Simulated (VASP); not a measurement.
A run of VASP 6.6.1 is set up as follows.

File INCAR:

```
ALGO = Normal ; EDIFF = 1E-8
ENCUT = 520 ; GGA = PE
IBRION = 6 ; ISIF = 2
ISMEAR = 0 ; IVDW = 12
KPAR = 4 ; LASPH = True
LCHARG = False ; LREAL = False
LWAVE = False ; NBANDS = 35
NELM = 100 ; NFREE = 2
NSW = 1 ; POTIM = 0.015
PREC = Accurate ; SIGMA = 0.01
```

Contents of KPOINTS:

```
k-points
0
Gamma
  12 12 2
```

Contents of POSCAR:

```
WSe2
1.0
    3.2790405805      0.0000000000      0.0000000000
   -1.6395202902      2.8397324427      0.0000000000
    0.0000000000      0.0000000000     12.7928249833
W Se
2 4
Direct
    0.6666666667      0.3333333333      0.2500159354
    0.3333333333      0.6666666667      0.7499840646
    0.3333333333      0.6666666667      0.3816758324
    0.6666666667      0.3333333333      0.8816435266
    0.3333333333      0.6666666667      0.1183564734
    0.6666666667      0.3333333333      0.6183241676
```

Potentials or basis: VASP PAW PBE potentials, release 64 (W_sv, Se).

Command:

```bash
$ cat potpaw_PBE.64/W_sv/POTCAR potpaw_PBE.64/Se/POTCAR > POTCAR
$ mpirun -np 4 vasp_std > vasp.out
```

Estimate the highest phonon frequency at Γ, LO-TO splitting left out.

307 cm⁻¹.

Estimate the dispersion energy per atom.

-0.475 eV.

Phonon frequencies in cm⁻¹ (negative: imaginary):
```tsv
q point	frequencies
(0.000, 0.000, 0.000)	0 0 0 26 26 45 171 171 173 173 243 243 243 243 246 252 303 307
```
